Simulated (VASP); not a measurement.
# Re (Fm-3m) in VASP: notebook

Re is run at these levels: PBE, AM05, PBE+D4; tasks: electric field gradients, single point, equation of state, phonons.

Program: VASP 6.6.1. These are calculated values, not measurements. Logs are shortened: lines on timing, memory, paths and dates and some standing lists are left out, and cuts for length are marked.

### 1 The cell of the first run

The structure is cubic, space group Fm-3m (No. 225). Conventional cell: a = 3.950 Å, b = 3.950 Å, c = 3.950 Å, α = 90.00°, β = 90.00°, γ = 90.00°. Within 3.7 Å of Re (site symmetry m-3m) lie 12 Re at 2.79 Å.

This isn't the form of Re at room conditions, which is hcp.

### 2 Electric field gradients, PBE, non-collinear spin, zero start, spin-orbit coupling

The input, INCAR:

```
PREC = Accurate
ENCUT = 520
EDIFF = 1E-8
ISMEAR = 1
SIGMA = 0.15
LREAL = False
LASPH = True
NELM = 200
ALGO = Normal
ISIF = 2
LWAVE = False
LCHARG = False
MAGMOM = 0 0 0
LORBIT = 11
LSORBIT = True
GGA_COMPAT = False
LORBMOM = True
LMAXMIX = 4
GGA = PE
LEFG = True
NBANDS = 18
```

The input, KPOINTS:

```
Automatic mesh
0
Gamma
  12 12 12
```

The input, POSCAR:

```
Re
1.0
    0.0000000000      1.9750000000      1.9750000000
    1.9750000000      0.0000000000      1.9750000000
    1.9750000000      1.9750000000      0.0000000000
Re
1
Direct
    0.0000000000      0.0000000000      0.0000000000
```

Potentials or basis: VASP PAW PBE potentials, release 64 (Re).

Run with:

```console
$ cat potpaw_PBE.64/Re/POTCAR > POTCAR
$ mpirun -np 1 vasp_ncl > vasp.out
```

OUTCAR:

```text
PREC = Accurate
   ENCUT = 520
   EDIFF = 1E-8
   ISMEAR = 1
   LREAL = False
   LASPH = True
   NELM = 200
   ISIF = 2
   LORBIT = 11
   LSORBIT = True
   GGA = PE

 ion  position               nearest neighbor table
   1  0.000  0.000  0.000-

  LATTYP: Found a face centered cubic cell.
 ALAT       =     3.9500000000

  Lattice vectors:

 A1 = (   0.0000000000,   1.9750000000,   1.9750000000)
 A2 = (   1.9750000000,   0.0000000000,   1.9750000000)
 A3 = (   1.9750000000,   1.9750000000,   0.0000000000)

Analysis of symmetry for initial positions (statically):
=====================================================================
 Subroutine PRICEL returns:
 Original cell was already a primitive cell.

 Routine SETGRP: Setting up the symmetry group for a
 face centered cubic supercell.

 Subroutine GETGRP returns: Found 48 space group operations
 (whereof 48 operations were pure point group operations)
 out of a pool of 48 trial point group operations.

The static configuration has the point symmetry O_h .

Analysis of symmetry for dynamics (positions and initial velocities):
=====================================================================
 Subroutine PRICEL returns:
 Original cell was already a primitive cell.

 Routine SETGRP: Setting up the symmetry group for a
 face centered cubic supercell.

 Subroutine GETGRP returns: Found 48 space group operations
 (whereof 48 operations were pure point group operations)
 out of a pool of 48 trial point group operations.

The dynamic configuration has the point symmetry O_h .

Analysis of structural, dynamic, and magnetic symmetry:
=====================================================================
 Subroutine PRICEL returns:
 Original cell was already a primitive cell.

 Routine SETGRP: Setting up the symmetry group for a
 face centered cubic supercell.

 Subroutine GETGRP returns: Found 48 space group operations
 (whereof 48 operations were pure point group operations)
 out of a pool of 48 trial point group operations.

The overall configuration has the point symmetry O_h .

 Subroutine INISYM returns: Found 48 space group operations
 (whereof 48 operations are pure point group operations),
 and found     1 'primitive' translations

----------------------------------------------------------------------------------------

                                     Primitive cell

  volume of cell :      15.4075

  direct lattice vectors                    reciprocal lattice vectors
     0.000000000  1.975000000  1.975000000    -0.253164557  0.253164557  0.253164557
     1.975000000  0.000000000  1.975000000     0.253164557 -0.253164557  0.253164557
     1.975000000  1.975000000  0.000000000     0.253164557  0.253164557 -0.253164557

  length of vectors
     2.793071786  2.793071786  2.793071786     0.438493875  0.438493875  0.438493875

  position of ions in fractional coordinates (direct lattice)
     0.000000000  0.000000000  0.000000000

  ion indices of the primitive-cell ions
   primitive index   ion index
                 1           1

----------------------------------------------------------------------------------------

 KPOINTS: Automatic mesh

Automatic generation of k-mesh.
 Grid dimensions read from file:
 generate k-points for:   12   12   12

 Generating k-lattice:

  Cartesian coordinates                     Fractional coordinates (reciprocal lattice)
    -0.021097046  0.021097046  0.021097046     0.083333333  0.000000000  0.000000000
     0.021097046 -0.021097046  0.021097046     0.000000000  0.083333333  0.000000000
     0.021097046  0.021097046 -0.021097046     0.000000000  0.000000000  0.083333333

  Length of vectors
     0.036541156  0.036541156  0.036541156

  Shift w.r.t. Gamma in fractional coordinates (k-lattice)
     0.000000000  0.000000000  0.000000000

 Subroutine IBZKPT returns following result:
 ===========================================

 Found     72 irreducible k-points:

 Following reciprocal coordinates:
            Coordinates               Weight
  0.000000  0.000000  0.000000      1.000000
  0.083333  0.000000  0.000000      8.000000
  0.166667  0.000000  0.000000      8.000000
  0.250000  0.000000  0.000000      8.000000
  0.333333  0.000000  0.000000      8.000000
  0.416667  0.000000  0.000000      8.000000
[... 37 lines left out ...]
   EDIFF  = 0.1E-07   stopping-criterion for ELM
   LREAL  =      F    real-space projection
   EDIFFG = 0.1E-06   stopping-criterion for IOM
   NSW    =      0    number of steps for IOM
   IBRION =     -1    ionic relax: 0-MD 1-quasi-New 2-CG
   NFREE  =      0    steps in history (QN), initial steepest desc. (CG)
   ISIF   =      2    stress and relaxation
   ISYM   =      2    0-nonsym 1-usesym 2-fastsym
   POTIM  = 0.5000    time-step for ionic-motion
   TEBEG  =    0.0;   TEEND  =   0.0 temperature during run
   PSTRESS=    0.0 pullay stress
   NELECT =       7.0000    total number of electrons
   NUPDOWN=      -1.0000    fix difference up-down
   EMIN   =  10.00;   EMAX   =-10.00  energy-range for DOS
   EFERMI =   0.00;   METHOD = LEGACY
   ISMEAR =     1;   SIGMA  =   0.15  broadening in eV -4-tet -1-fermi 0-gaus
   EFERMI_NEDOS =   21; number of points for ismear=-14 and -15
   IALGO  =     38    algorithm
   IMIX   =      4    mixing-type and parameters
     AMIX     =   0.40;   BMIX     =  1.00
     AMIX_MAG =   1.60;   BMIX_MAG =  1.00
  volume/ion in A,a.u.               =      15.41       103.97
  Fermi-wavevector in a.u.,A,eV,Ry     =   1.258531  2.378278 21.550255  1.583899
  Thomas-Fermi vector in A             =   2.392135
   LORBIT       =     11    0 simple, 1 ext, 2 COOP (PROOUT), +10 PAW based schemes
   GGA     = PE    functional components
   LHFCALC =     F    Hartree Fock is set to
   AEXX    =    0.0000 exact exchange contribution
   IVDW    =     0    specifies the selected vdW correction
   LEPSILON=     F    determine dielectric tensor
   LRPA    =     F    only Hartree local field effects (RPA)
 Methfessel and Paxton  Order N= 1 SIGMA  =   0.15
  energy-cutoff  :      520.00
  volume of cell :       15.41
 maximum number of plane-waves:       864
 NGX is ok and might be reduce to    24
   NGX = 11   NGY = 11   NGZ = 11

 number of electron       7.0000000 magnetization       0.0000000      0.0000000      0.0000000

 number of electron       7.0000000 magnetization      -0.0000000     -0.0000000     -0.0000000

 number of electron       7.0000000 magnetization       0.0000000     -0.0000000     -0.0000000

 number of electron       7.0000000 magnetization      -0.0000000      0.0000000      0.0000000

 Free energy of the ion-electron system (eV)
  ---------------------------------------------------
  ext. energy  EPLUGINS =         0.00000000
  ---------------------------------------------------
  free energy    TOTEN  =       -12.68086925 eV

  energy without entropy =      -12.68101127  energy(sigma->0) =      -12.68091659

 E-fermi :   7.5748     XC(G=0): -13.4769

 val. band max:        7.5569938042   @ k =  -0.1667   0.2500   0.0833
 cond. band min:       7.6054138320   @ k =  -0.4167   0.4167   0.0000
 fundamental gap:      0.0484200278
 Fermi energy:         7.5748380165

 k-point     1 :       0.0000    0.0000    0.0000
  band No.  band energies     occupation
      1      -2.2140      1.00000
      2      -2.2140      1.00000
      3       5.5528      1.00000
      4       5.5528      1.00000
      5       5.5528      1.00000
      6       5.5528      1.00000
[... 481 lines left out ...]
      5       6.0807      1.00000
      6       6.0807      1.00000
[... 10 lines left out ...]
     17      25.2754      0.00000
     18      25.2754      0.00000

 [... further k-points ...]

------------------------ aborting loop because EDIFF is reached ----------------------------------------

  FORCE on cell =-STRESS in cart. coord.  units (eV):
  Direction    XX          YY          ZZ          XY          YZ          ZX
  --------------------------------------------------------------------------------------
  -------------------------------------------------------------------------------------
  Total       -0.8753777     -0.8753777     -0.8753777     -0.0000000      0.0000000      0.0000000
  in kB      -91.0279515    -91.0279515    -91.0279515     -0.0000000      0.0000000      0.0000000
  external PRESSURE =     -91.0279515 kB  Pullay stress =       0.0000000 kB

 VOLUME and BASIS-vectors are now :
 -----------------------------------------------------------------------------
  energy-cutoff  :      520.00
  volume of cell :       15.41
      direct lattice vectors                 reciprocal lattice vectors
     0.000000000  1.975000000  1.975000000    -0.253164557  0.253164557  0.253164557
     1.975000000  0.000000000  1.975000000     0.253164557 -0.253164557  0.253164557
     1.975000000  1.975000000  0.000000000     0.253164557  0.253164557 -0.253164557

 POSITION                                       TOTAL-FORCE (eV/Angst)
 -----------------------------------------------------------------------------------
      0.00000      0.00000      0.00000        -0.000000     -0.000000     -0.000000
 -----------------------------------------------------------------------------------
    total drift:                               -0.000000     -0.000000     -0.000000

  FREE ENERGIE OF THE ION-ELECTRON SYSTEM (eV)
  ---------------------------------------------------
  free  energy   TOTEN  =       -12.6808692453 eV

  energy  without entropy=      -12.6810112722  energy(sigma->0) =      -12.68091659

 Electric field gradients (V/A^2)
---------------------------------------------------------------------
 ion       V_xx      V_yy      V_zz      V_xy      V_xz      V_yz
---------------------------------------------------------------------
   1       0.000     0.000    -0.000     0.000     0.000     0.000
---------------------------------------------------------------------

 Electric field gradients after diagonalization (V/A^2)
 (convention: |V_zz| > |V_xx| > |V_yy|)
----------------------------------------------------------------------
 ion       V_xx      V_yy      V_zz     asymmetry (V_yy - V_xx)/ V_zz
----------------------------------------------------------------------
   1      -0.000    -0.000     0.000       0.000
----------------------------------------------------------------------

           NMR quadrupolar parameters

 Cq : quadrupolar parameter    Cq=e*Q*V_zz/h
 eta: asymmetry parameters     (V_yy - V_xx)/ V_zz
 Q  : nuclear electric quadrupole moment in mb (millibarn)
----------------------------------------------------------------------
 ion       Cq(MHz)       eta       Q (mb)
----------------------------------------------------------------------
   1       0.000       0.000       1.000
----------------------------------------------------------------------

 orbital moment (x)

 # of ion     p       d       tot
 ----------------------------------------
  1         0.000   0.000   0.000
 ----------------------------------------
            0.000   0.000   0.000

 orbital moment (y)

 # of ion     p       d       tot
 ----------------------------------------
  1        -0.000  -0.000  -0.000
 ----------------------------------------
           -0.000  -0.000  -0.000

 orbital moment (z)

 # of ion     p       d       tot
 ----------------------------------------
  1         0.000   0.000   0.000
 ----------------------------------------
            0.000   0.000   0.000

 Spin-Orbit-Coupling matrix elements

 Ion:    1  E_soc:     -0.6636078
 l=   1
     0.0000000    -0.0407586    -0.0407586
    -0.0407586     0.0000000    -0.0407586
    -0.0407586    -0.0407586     0.0000000
 l=   2
     0.0000000    -0.0131515     0.0000000    -0.0131515    -0.0566912
    -0.0131515     0.0000000    -0.0425184    -0.0131515    -0.0141728
     0.0000000    -0.0425184     0.0000000    -0.0425184     0.0000000
    -0.0131515    -0.0131515    -0.0425184     0.0000000    -0.0141728
    -0.0566912    -0.0141728     0.0000000    -0.0141728     0.0000000
 l=   3
     0.0000000     0.0000000     0.0000000     0.0000000     0.0000000     0.0000000     0.0000000
     0.0000000     0.0000000     0.0000000     0.0000000     0.0000000     0.0000000     0.0000000
     0.0000000     0.0000000     0.0000000     0.0000000     0.0000000     0.0000000     0.0000000
     0.0000000     0.0000000     0.0000000     0.0000000     0.0000000     0.0000000     0.0000000
     0.0000000     0.0000000     0.0000000     0.0000000     0.0000000     0.0000000     0.0000000
     0.0000000     0.0000000     0.0000000     0.0000000     0.0000000     0.0000000     0.0000000
     0.0000000     0.0000000     0.0000000     0.0000000     0.0000000     0.0000000     0.0000000

 total charge

# of ion       s       p       d       tot
------------------------------------------
    1        0.602   0.654   4.718   5.974

 magnetization (x)

# of ion       s       p       d       tot
------------------------------------------
    1       -0.000  -0.000  -0.000  -0.000

 magnetization (y)

# of ion       s       p       d       tot
------------------------------------------
    1       -0.000  -0.000  -0.000  -0.000

 magnetization (z)

# of ion       s       p       d       tot
------------------------------------------
    1        0.000  -0.000  -0.000  -0.000
```

Run time: 34 s. Hardware: 1 thread of Intel Xeon Platinum 8488C (Sapphire Rapids), shared host; peak memory 0.21 GiB.

What came out:

| Item | Value |
| --- | --- |
| Free energy | -12.6809 eV |
| Pressure | -9.1 GPa |
| Net moment | 0.00 μB per cell |
| Largest electric field gradient by atom | zero within the noise of the run |
| Valence electrons inside the program's atomic spheres | Re 5.97 |

Moments on the atoms (μB; x, y, z):
```
Re  0.00 0.00 0.00
```

Caveat: the cell stands under tension.

(Continued in part 2 of 2.)
